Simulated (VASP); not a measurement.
# Ti8Ru8Au in VASP: single point with PBE

Aim: the single point of Ti8Ru8Au with PBE.

Everything below comes from runs of VASP 6.6.1. Logs are shortened: lines on timing, memory, paths and dates and some standing lists are left out, and cuts for length are marked.

### Step 1. The cell of the first run

The cell holds a slab with vacuum, 17 atoms: a = 6.140 Å, b = 6.140 Å, c = 16.605 Å, α = 90.00°, β = 90.00°, γ = 90.00°.

### Step 2. Single point, PBE

INCAR

```
PREC = Accurate
ENCUT = 520
EDIFF = 1E-6
ISMEAR = -1
SIGMA = 0.1
LREAL = Auto
LASPH = T
NELM = 100
ALGO = Normal
ISIF = 2
LWAVE = F
LCHARG = F
GGA = PE
NBANDS = 124
```

KPOINTS

```
Automatic mesh
0
Gamma
  3 3 1
```

POSCAR

```
Ti8Ru8Au
1.0
    6.1400000000      0.0000000000      0.0000000000
    0.0000000000      6.1400000000      0.0000000000
    0.0000000000      0.0000000000     16.6050000000
Ti Ru Au
8 8 1
Direct
    0.2499822476      0.2497122150      0.1339925324
    0.2501788274      0.2495358306      0.3197366456
    0.2499695440      0.7500317590      0.1339835592
    0.2503223127      0.7502122150      0.3197035833
    0.7499623779      0.2495369707      0.1343248419
    0.7501920195      0.2569944625      0.3238507678
    0.7499456026      0.7502065147      0.1343249624
    0.7502947883      0.7426021173      0.3238571515
    0.0000000000      0.0000000000      0.0602228245
    0.0010429967     -0.0001021173      0.2401976513
    0.0000000000      0.5000000000      0.0602228245
    0.0010842020      0.4999096091      0.2382469738
    0.5000000000      0.0000000000      0.0602228245
    0.4991050489     -0.0001083062      0.2401627221
    0.5000000000      0.5000000000      0.0602228245
    0.4990633550      0.4999130293      0.2381937970
    0.7487579805      0.4994749186      0.4539093044
```

Potentials or basis: VASP PAW PBE potentials, release 64 (Ti_sv, Ru_pv, Au).

The run is started by

```console
$ cat potpaw_PBE.64/Ti_sv/POTCAR potpaw_PBE.64/Ru_pv/POTCAR potpaw_PBE.64/Au/POTCAR > POTCAR
$ mpirun -np 1 vasp_std > vasp.out
```

OUTCAR:

```text
PREC = Accurate
   ENCUT = 520
   EDIFF = 1E-6
   ISMEAR = -1
   LREAL = Auto
   LASPH = T
   NELM = 100
   ISIF = 2
   GGA = PE

 ion  position               nearest neighbor table
   1  0.250  0.250  0.134-   9 2.49  13 2.49  11 2.49  15 2.49  12 2.77  16 2.77  10 2.79  14 2.79

   2  0.250  0.250  0.320-  14 2.54  10 2.54  16 2.56  12 2.56
   3  0.250  0.750  0.134-   9 2.49  13 2.49  11 2.49  15 2.49  12 2.77  16 2.77  10 2.79  14 2.79

   4  0.250  0.750  0.320-  14 2.54  10 2.54  16 2.55  12 2.56
   5  0.750  0.250  0.134-  13 2.49   9 2.49  15 2.50  11 2.50  16 2.78  12 2.78  14 2.79  10 2.80

   6  0.750  0.257  0.324-  12 2.57  16 2.57  10 2.61  14 2.61  17 2.62
   7  0.750  0.750  0.134-  13 2.49   9 2.49  15 2.50  11 2.50  16 2.78  12 2.78  14 2.79  10 2.80

   8  0.750  0.743  0.324-  12 2.57  16 2.57  10 2.61  14 2.61  17 2.63
   9  0.000  0.000  0.060-   1 2.49   3 2.49   5 2.49   7 2.49  10 2.99  11 3.07  13 3.07  11 3.07
                            13 3.07
  10  0.001  1.000  0.240-   2 2.54   4 2.54   6 2.61   8 2.61   1 2.79   3 2.79   5 2.80   7 2.80
                             9 2.99  14 3.06  12 3.07  12 3.07  14 3.08
  11  0.000  0.500  0.060-   3 2.49   1 2.49   7 2.50   5 2.50  12 2.96   9 3.07  15 3.07   9 3.07
                            15 3.07
  12  0.001  0.500  0.238-   4 2.56   2 2.56   8 2.57   6 2.57   3 2.77   1 2.77   7 2.78   5 2.78
                            11 2.96  16 3.06  10 3.07  10 3.07  16 3.08
  13  0.500  0.000  0.060-   1 2.49   3 2.49   5 2.49   7 2.49  14 2.99   9 3.07  15 3.07  15 3.07
                             9 3.07
  14  0.499  1.000  0.240-   4 2.54   2 2.54   6 2.61   8 2.61   1 2.79   3 2.79   5 2.79   7 2.79
                            13 2.99  10 3.06  16 3.07  16 3.07  10 3.08
  15  0.500  0.500  0.060-   3 2.49   1 2.49   7 2.50   5 2.50  16 2.96  13 3.07  11 3.07  13 3.07
                            11 3.07
  16  0.499  0.500  0.238-   4 2.55   2 2.56   8 2.57   6 2.57   3 2.77   1 2.77   7 2.78   5 2.78
                            15 2.96  12 3.06  14 3.07  14 3.07  12 3.08
  17  0.749  0.499  0.454-   6 2.62   8 2.63

  LATTYP: Found a simple tetragonal cell.
 ALAT       =     6.1400000000
 C/A-ratio  =     2.7043973941

  Lattice vectors:

 A1 = (   6.1400000000,   0.0000000000,   0.0000000000)
 A2 = (   0.0000000000,   6.1400000000,   0.0000000000)
 A3 = (   0.0000000000,   0.0000000000,  16.6050000000)

Analysis of symmetry for initial positions (statically):
=====================================================================
 Subroutine PRICEL returns:
 Original cell was already a primitive cell.

 Routine SETGRP: Setting up the symmetry group for a
[... 132 lines left out ...]
   EDIFFG = 0.1E-04   stopping-criterion for IOM
   NSW    =      0    number of steps for IOM
   IBRION =     -1    ionic relax: 0-MD 1-quasi-New 2-CG
   NFREE  =      0    steps in history (QN), initial steepest desc. (CG)
   ISIF   =      2    stress and relaxation
   ISYM   =      2    0-nonsym 1-usesym 2-fastsym
   POTIM  = 0.5000    time-step for ionic-motion
   TEBEG  =    0.0;   TEEND  =   0.0 temperature during run
   PSTRESS=    0.0 pullay stress
   NELECT =     219.0000    total number of electrons
   NUPDOWN=      -1.0000    fix difference up-down
   EMIN   =  10.00;   EMAX   =-10.00  energy-range for DOS
   EFERMI =   0.00;   METHOD = LEGACY
   ISMEAR =    -1;   SIGMA  =   0.10  broadening in eV -4-tet -1-fermi 0-gaus
   EFERMI_NEDOS =   21; number of points for ismear=-14 and -15
   IALGO  =     38    algorithm
   IMIX   =      4    mixing-type and parameters
     AMIX     =   0.40;   BMIX     =  1.00
     AMIX_MAG =   1.60;   BMIX_MAG =  1.00
  volume/ion in A,a.u.               =      36.82       248.50
  Fermi-wavevector in a.u.,A,eV,Ry     =   1.153536  2.179866 18.104515  1.330644
  Thomas-Fermi vector in A             =   2.290179
   LORBIT       =      0    0 simple, 1 ext, 2 COOP (PROOUT), +10 PAW based schemes
   GGA     = PE    functional components
[... 5 lines left out ...]
 non-spin polarized calculation
  energy-cutoff  :      520.00
  volume of cell :      626.00
 maximum number of plane-waves:     16889
 NGX is ok and might be reduce to    48
   NGX = 23   NGY = 23   NGZ = 61

 number of electron     219.0000068 magnetization

 Free energy of the ion-electron system (eV)
  ---------------------------------------------------
  ext. energy  EPLUGINS =         0.00000000
  ---------------------------------------------------
  free energy    TOTEN  =      -139.61379724 eV

  energy without entropy =     -139.30880688  energy(sigma->0) =     -139.46130206

 E-fermi :   2.0936     XC(G=0):  -6.5086

 val. band max:        2.0238478554   @ k =   0.0000   0.3333   0.0000
 cond. band min:       2.1147715502   @ k =   0.0000   0.0000   0.0000
 fundamental gap:      0.0909236948
 Fermi energy:         2.0935578208

 k-point     1 :       0.0000    0.0000    0.0000
  band No.  band energies     occupation
      1     -55.3512      2.00000
      2     -55.3302      2.00000
      3     -55.2976      2.00000
      4     -55.2745      2.00000
      5     -54.7811      2.00000
      6     -54.7614      2.00000
[... 609 lines left out ...]
    120       3.0561      0.00013
    121       3.0882      0.00010
 [bands above 121 left out]

------------------------ aborting loop because EDIFF is reached ----------------------------------------

  FORCE on cell =-STRESS in cart. coord.  units (eV):
  Direction    XX          YY          ZZ          XY          YZ          ZX
  --------------------------------------------------------------------------------------
  -------------------------------------------------------------------------------------
  Total       -5.2414232     -5.2747319      0.0256418     -0.0024050      0.0269279     -0.0382821
  in kB      -13.4147994    -13.5000491      0.0656272     -0.0061554      0.0689189     -0.0979785
  external PRESSURE =      -8.9497405 kB  Pullay stress =       0.0000000 kB

 VOLUME and BASIS-vectors are now :
 -----------------------------------------------------------------------------
  energy-cutoff  :      520.00
  volume of cell :      626.00
      direct lattice vectors                 reciprocal lattice vectors
     6.140000000  0.000000000  0.000000000     0.162866450  0.000000000  0.000000000
     0.000000000  6.140000000  0.000000000     0.000000000  0.162866450  0.000000000
     0.000000000  0.000000000 16.605000000     0.000000000  0.000000000  0.060222824

 POSITION                                       TOTAL-FORCE (eV/Angst)
 -----------------------------------------------------------------------------------
      1.53489      1.53323      2.22495         0.000793     -0.008843      0.038429
      1.53610      1.53215      5.30923        -0.000295      0.014779      0.041862
      1.53481      4.60520      2.22480        -0.001087      0.011646      0.038489
      1.53698      4.60630      5.30868        -0.002594     -0.007987      0.045082
      4.60477      1.53216      2.23046         0.003433      0.002874      0.045808
      4.60618      1.57795      5.37754        -0.007609     -0.026892     -0.041100
[... 9 lines left out ...]
      3.06425      3.06947      3.95521         0.018848     -0.002259     -0.021719
      4.59737      3.06678      7.53716        -0.003045      0.003741      0.030930
 -----------------------------------------------------------------------------------
    total drift:                               -0.012968      0.008141     -0.004060

  FREE ENERGIE OF THE ION-ELECTRON SYSTEM (eV)
  ---------------------------------------------------
  free  energy   TOTEN  =      -139.6137972395 eV

  energy  without entropy=     -139.3088068777  energy(sigma->0) =     -139.46130206
```

OSZICAR:

```text
N       E                     dE             d eps       ncg     rms          rms(c)
DAV:   1     0.295843282198E+04    0.29584E+04   -0.12207E+05  1408   0.179E+03
DAV:   2     0.163244087544E+03   -0.27952E+04   -0.27438E+04  1252   0.582E+02
DAV:   3    -0.114643250026E+03   -0.27789E+03   -0.26892E+03  1864   0.159E+02
DAV:   4    -0.158439815055E+03   -0.43797E+02   -0.43450E+02  1912   0.481E+01
[... 22 lines left out ...]
DAV:  27    -0.139613770865E+03   -0.29078E-04   -0.73316E-06  1208   0.144E-02    0.525E-03
DAV:  28    -0.139613787301E+03   -0.16436E-04   -0.30467E-06  1032   0.825E-03    0.250E-03
DAV:  29    -0.139613791496E+03   -0.41945E-05   -0.10482E-06   896   0.502E-03    0.210E-03
DAV:  30    -0.139613796332E+03   -0.48359E-05   -0.13586E-06   928   0.360E-03    0.114E-03
DAV:  31    -0.139613797239E+03   -0.90783E-06   -0.41451E-07   808   0.248E-03
   1 F= -.13961380E+03 E0= -.13946130E+03  d E =-.304990E+00
```

stdout:

```text
POSCAR found type information on POSCAR TiRuAu
 POSCAR found :  3 types and      17 ions
 scaLAPACK will be used
 LDA part: xc-table for (Slater+PW92), standard interpolation
 POSCAR, INCAR and KPOINTS ok, starting setup
 FFT: planning ... GRIDC
 FFT: planning ... GRID_SOFT
 FFT: planning ... GRID
 WAVECAR not read
 entering main loop
```

It took 33 min on 1 thread of Intel Xeon 8259CL, shared host; peak memory 0.76 GiB.

What came out:

```yaml
Free_energy: -139.6138 eV
Largest_force: 0.086 eV/Å
Band_gap_on_the_k_mesh: zero (an odd number of electrons rules out a gap without spin polarisation)
```

Forces in eV/Å, atoms in the order of the input:
```
Ti   0.001 -0.009  0.038
Ti   0.000  0.015  0.042
Ti  -0.001  0.012  0.038
Ti  -0.003 -0.008  0.045
Ti   0.003  0.003  0.046
Ti  -0.008 -0.027 -0.041
Ti   0.005  0.000  0.043
Ti  -0.004  0.027 -0.036
Ru  -0.034 -0.002  0.022
Ru  -0.015 -0.001 -0.030
Ru  -0.045 -0.003 -0.069
Ru  -0.016 -0.002 -0.029
Ru   0.035 -0.002  0.019
Ru   0.020 -0.001 -0.025
Ru   0.046 -0.003 -0.073
Ru   0.019 -0.002 -0.022
Au  -0.003  0.004  0.031
```

Caveat: spin-orbit coupling is left out, which moves the levels of the heavy elements.
